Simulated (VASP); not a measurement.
# RbAl2: single point with PBE

RbAl2:

```
CELL_PARAMETERS angstrom
3.32017 0.00000 0.00000
-1.66009 2.87535 0.00000
0.00000 0.00000 16.61573
ATOMIC_POSITIONS crystal
Rb 0.33333 0.66667 0.25000
Rb 0.66667 0.33333 0.75000
Al 0.33333 0.66667 0.56349
Al 0.66667 0.33333 0.06349
Al 0.33333 0.66667 0.93651
Al 0.66667 0.33333 0.43651
```

```json
{"Program": "VASP 6.6.1", "Task": "single point", "Functional": "PBE", "Potentials or basis": "VASP PAW PBE potentials, release 64 (Rb_sv, Al)", "Cutoff": "520 eV", "k mesh": "12 × 12 × 4", "Occupations": "gaussian, width 0.1 eV", "Spin": "no spin polarisation"}
```

```json
{
  "Pressure": "0.1 GPa",
  "Largest force": "0.008 eV/Å",
  "Band gap on the k mesh": "zero (bands 15 and 16 overlap by 2.65 eV)"
}
```

Forces on the atoms (eV/Å):
```
Rb   0.000  0.000  0.000
Rb   0.000  0.000  0.000
Al   0.000  0.000 -0.008
Al   0.000  0.000 -0.008
Al   0.000  0.000  0.008
Al   0.000  0.000  0.008
```

Stress tensor (GPa, compression positive):
```
 0.09  0.00  0.00
 0.00  0.09  0.00
 0.00  0.00 -0.01
```

Levels at points of the mesh, in eV from the Fermi level:
| k point | band 11 | band 12 | band 13 | band 14 | band 15 | band 16 | band 17 | band 18 | band 19 | band 20 |
| --- | --- | --- | --- | --- | --- | --- | --- | --- | --- | --- |
| (0.00, 0.00, 0.00) | -5.32 | -4.75 | -2.43 | -1.02 | -0.01 | 1.14 | 3.77 | 3.78 | 5.09 | 5.09 |
| (0.50, 0.00, 0.00) | -3.70 | -3.62 | -1.32 | -1.22 | -1.21 | -0.61 | 0.46 | 1.16 | 1.55 | 1.93 |
| (0.00, 0.00, 0.50) | -5.06 | -5.06 | -1.83 | -1.83 | 0.70 | 0.70 | 3.77 | 3.77 | 5.09 | 5.09 |
| (0.50, 0.00, 0.50) | -3.66 | -3.66 | -1.39 | -1.39 | -0.78 | -0.78 | 0.67 | 0.67 | 1.87 | 1.87 |

Run time: 2.5 min on 1 thread of Intel(R) Xeon(R) 6975P-C (Granite Rapids), with other jobs on the host, peak memory 0.4 GiB.
